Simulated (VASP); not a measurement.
# Ni (I4/mmm) in VASP: a series of runs, part 2 of 2

VASP 6.6.1. Earlier steps stand in the parts before.

**4. Single point, PBE, collinear spin, ferromagnetic start (zz strain of +3 %)**

INCAR

```
SYSTEM = Ni
PREC = Accurate
ENCUT = 520
EDIFF = 1E-7
ISMEAR = -1
SIGMA = 0.05
LREAL = .FALSE.
LASPH = .TRUE.
NELM = 150
ALGO = Normal
ISIF = 2
LWAVE = .FALSE.
LCHARG = .TRUE.
ISPIN = 2
MAGMOM = 1.5
LORBIT = 11
LMAXMIX = 4
GGA = PE
LELF = .TRUE.
LVHAR = .TRUE.
NBANDS = 15
```

KPOINTS

```
regular mesh
0
G
  20 20 20
  0 0 0
```

POSCAR

```
Ni
1.0
    0.0000000000      1.7679500000      1.8209885000
    1.7679500000      0.0000000000      1.8209885000
    1.7679500000      1.7679500000      0.0000000000
Ni
1
Direct
    0.0000000000      0.0000000000      0.0000000000
```

Potentials or basis: VASP PAW PBE potentials, release 64 (Ni).

Launch:

```bash
> cat potpaw_PBE.64/Ni/POTCAR > POTCAR
> mpirun -np 1 vasp_std > vasp.out
```

OUTCAR:

```text
SYSTEM = Ni
   PREC = Accurate
   ENCUT = 520
   EDIFF = 1E-7
   ISMEAR = -1
   LREAL = .FALSE.
   LASPH = .TRUE.
   NELM = 150
   ISIF = 2
   ISPIN = 2
   LORBIT = 11
   GGA = PE

 ion  position               nearest neighbor table
   1  0.000  0.000  0.000-

  LATTYP: Found a body centered tetragonal cell.
 ALAT       =     2.5002588676
 C/A-ratio  =     1.4566399692

  Lattice vectors:

 A1 = (  -1.7679500000,   0.0000000000,   1.8209885000)
 A2 = (   1.7679500000,   0.0000000000,   1.8209885000)
 A3 = (   0.0000000000,   1.7679500000,  -1.8209885000)

Analysis of symmetry for initial positions (statically):
=====================================================================
 Subroutine PRICEL returns:
 Original cell was already a primitive cell.

 Routine SETGRP: Setting up the symmetry group for a
 body centered tetragonal supercell.

 Subroutine GETGRP returns: Found 16 space group operations
 (whereof 16 operations were pure point group operations)
 out of a pool of 16 trial point group operations.

The static configuration has the point symmetry D_4h.

Analysis of symmetry for dynamics (positions and initial velocities):
=====================================================================
 Subroutine PRICEL returns:
 Original cell was already a primitive cell.

 Routine SETGRP: Setting up the symmetry group for a
 body centered tetragonal supercell.

 Subroutine GETGRP returns: Found 16 space group operations
 (whereof 16 operations were pure point group operations)
 out of a pool of 16 trial point group operations.

The dynamic configuration has the point symmetry D_4h.

Analysis of structural, dynamic, and magnetic symmetry:
=====================================================================
 Subroutine PRICEL returns:
 Original cell was already a primitive cell.

 Routine SETGRP: Setting up the symmetry group for a
 body centered tetragonal supercell.

 Subroutine GETGRP returns: Found 16 space group operations
 (whereof 16 operations were pure point group operations)
 out of a pool of 16 trial point group operations.

[... 161 lines left out ...]
      6       7.6211      1.00000
      7      32.1075      0.00000
      8      35.4344      0.00000
      9      35.6901      0.00000
     10      35.6901      0.00000
     11      38.3643      0.00000
     12      38.3643      0.00000
     13      38.5169      0.00000
     14      41.4166      0.00000
[... 403 lines left out ...]
      4       6.6957      1.00000
      5       7.8256      1.00000
      6       8.1879      0.99999
      7      17.4916      0.00000
      8      29.3991      0.00000
      9      32.4967      0.00000
     10      34.2983      0.00000
     11      36.3221      0.00000
     12      37.3814      0.00000
     13      41.2893      0.00000
     14      48.1132      0.00000
     15      49.6953      0.00000

 [... further k-points ...]

 spin component 2

 k-point     1 :       0.0000    0.0000    0.0000
  band No.  band energies     occupation
      1       0.0130      1.00000
      2       7.0765      1.00000
      3       7.2452      1.00000
      4       7.2452      1.00000
      5       8.0280      1.00000
      6       8.2096      0.99998
      7      31.9337      0.00000
      8      35.3987      0.00000
      9      35.6829      0.00000
     10      35.6829      0.00000
     11      38.4507      0.00000
     12      38.4507      0.00000
     13      38.6272      0.00000
     14      41.2874      0.00000
[... 403 lines left out ...]
      4       7.2839      1.00000
      5       8.5597      0.97860
      6       8.8900      0.05826
      7      17.7290      0.00000
      8      29.3957      0.00000
      9      32.4563      0.00000
     10      34.3972      0.00000
     11      36.3392      0.00000
     12      37.3965      0.00000
     13      41.3508      0.00000
     14      48.1820      0.00000
     15      49.8523      0.00000

 [... further k-points ...]

------------------------ aborting loop because EDIFF is reached ----------------------------------------

  FORCE on cell =-STRESS in cart. coord.  units (eV):
  Direction    XX          YY          ZZ          XY          YZ          ZX
  --------------------------------------------------------------------------------------
  -------------------------------------------------------------------------------------
  Total       -0.4718463     -0.4718463     -0.7088924      0.0000000      0.0000000     -0.0000000
  in kB      -66.4100721    -66.4100721    -99.7731583      0.0000000      0.0000000     -0.0000000
  external PRESSURE =     -77.5311008 kB  Pullay stress =       0.0000000 kB

 VOLUME and BASIS-vectors are now :
 -----------------------------------------------------------------------------
  energy-cutoff  :      520.00
  volume of cell :       11.38
      direct lattice vectors                 reciprocal lattice vectors
     0.000000000  1.767950000  1.820988500    -0.282813428  0.282813428  0.274576144
     1.767950000  0.000000000  1.820988500     0.282813428 -0.282813428  0.274576144
     1.767950000  1.767950000  0.000000000     0.282813428  0.282813428 -0.274576144

 POSITION                                       TOTAL-FORCE (eV/Angst)
 -----------------------------------------------------------------------------------
      0.00000      0.00000      0.00000         0.000000     -0.000000      0.000000
 -----------------------------------------------------------------------------------
    total drift:                                0.000000     -0.000000      0.000000

  FREE ENERGIE OF THE ION-ELECTRON SYSTEM (eV)
  ---------------------------------------------------
  free  energy   TOTEN  =        -5.4630804453 eV

  energy  without entropy=       -5.4482082102  energy(sigma->0) =       -5.45564433

 total charge

# of ion       s       p       d       tot
------------------------------------------
    1        0.479   0.459   8.296   9.233

 magnetization (x)

# of ion       s       p       d       tot
------------------------------------------
    1       -0.007  -0.025   0.681   0.650
```

OSZICAR:

```text
N       E                     dE             d eps       ncg     rms          rms(c)
DAV:   1     0.331755127881E+02    0.33176E+02   -0.42204E+03 40816   0.848E+02
DAV:   2    -0.497828670297E+01   -0.38154E+02   -0.35272E+02 43773   0.160E+02
DAV:   3    -0.642689202997E+01   -0.14486E+01   -0.14373E+01 47091   0.309E+01
DAV:   4    -0.643626473456E+01   -0.93727E-02   -0.93712E-02 46955   0.236E+00
DAV:   5    -0.643639325291E+01   -0.12852E-03   -0.12852E-03 48023   0.247E-01    0.990E+00
DAV:   6    -0.587325649407E+01    0.56314E+00   -0.14105E+01 55988   0.418E+01    0.658E+00
DAV:   7    -0.547778396413E+01    0.39547E+00   -0.28213E+00 52969   0.164E+01    0.172E+00
DAV:   8    -0.546679771918E+01    0.10986E-01   -0.20298E-02 45158   0.887E-01    0.930E-01
DAV:   9    -0.546381351492E+01    0.29842E-02   -0.21227E-03 62109   0.286E-01    0.291E-01
DAV:  10    -0.546307690574E+01    0.73661E-03   -0.11417E-03 61142   0.201E-01    0.388E-02
DAV:  11    -0.546307920682E+01   -0.23011E-05   -0.18065E-05 50625   0.288E-02    0.269E-02
DAV:  12    -0.546308050217E+01   -0.12954E-05   -0.18255E-06 56642   0.808E-03    0.720E-03
DAV:  13    -0.546308026747E+01    0.23470E-06   -0.13311E-07 44937   0.441E-03    0.368E-03
DAV:  14    -0.546308050965E+01   -0.24218E-06   -0.55039E-08 35260   0.166E-03    0.687E-04
DAV:  15    -0.546308044530E+01    0.64353E-07   -0.81935E-09 26755   0.728E-04
   1 F= -.54630804E+01 E0= -.54556443E+01  d E =-.148722E-01  mag=     0.6340
```

Run time: 4.1 min. Hardware: 1 thread of Intel Xeon 8259CL, shared host; peak memory 0.28 GiB.

Results:

- Free energy: -5.4631 eV
- Pressure: -7.8 GPa
- Net moment: 0.63 μB per cell
- Site moments: Ni +0.65 μB
- Valence electrons inside the program's atomic spheres: Ni 9.23

Stress tensor (GPa, compression positive):
```
-6.64  0.00  0.00
 0.00 -6.64  0.00
 0.00  0.00 -9.98
```

Levels at points of the mesh, in eV from the Fermi level:
Spin up:
```tsv
k point	band 3	band 4	band 5	band 6	band 7	band 8
(0.00, 0.00, 0.00)	-2.27	-2.27	-1.32	-1.13	23.36	26.68
(0.50, 0.00, 0.00)	-2.21	-0.65	-0.59	-0.20	5.35	21.66
(0.50, 0.50, 0.00)	-0.55	-0.51	-0.51	1.99	8.31	14.89
(0.50, 0.00, 0.50)	-0.57	-0.56	-0.44	2.65	9.08	14.18
```
Spin down:
```tsv
k point	band 2	band 3	band 4	band 5	band 6	band 7	band 8	band 9
(0.00, 0.00, 0.00)	-1.67	-1.51	-1.51	-0.72	-0.54	23.18	26.65	26.93
(0.50, 0.00, 0.00)	-1.76	-1.59	-0.27	0.11	0.18	5.77	21.53	23.68
(0.50, 0.50, 0.00)	-3.32	0.06	0.36	0.36	1.94	8.56	14.89	14.89
(0.50, 0.00, 0.50)	-3.35	0.05	0.31	0.44	2.60	9.32	14.18	14.19
```

Caveat: the cell differs from its parent crystal (zz strain of +3 %); the cell stands under tension.

**5. The runs side by side**

```csv
cell,gap on the mesh (eV),pressure (GPa),moment (μB)
"a = 2.513, b = 2.513, c = 2.500 Å, angles 60.2, 60.2, 59.7°, 1 atom",none,-4.6,0.63
"a = 2.525, b = 2.525, c = 2.500 Å, angles 60.3, 60.3, 59.3°, 1 atom",none,-6.2,0.63
"a = 2.538, b = 2.538, c = 2.500 Å, angles 60.5, 60.5, 59.0°, 1 atom",none,-7.8,0.63
```

Alike in all rows: task single point; level PBE; potentials or basis VASP PAW PBE potentials, release 64 (Ni); spin collinear, ferromagnetic start; k mesh 20 × 20 × 20; cutoff (eV) 520; smearing fermi-dirac 0.05 eV.

Caveats: the cell stands under tension.

Absolute energies hang on the potentials; compare differences alone.
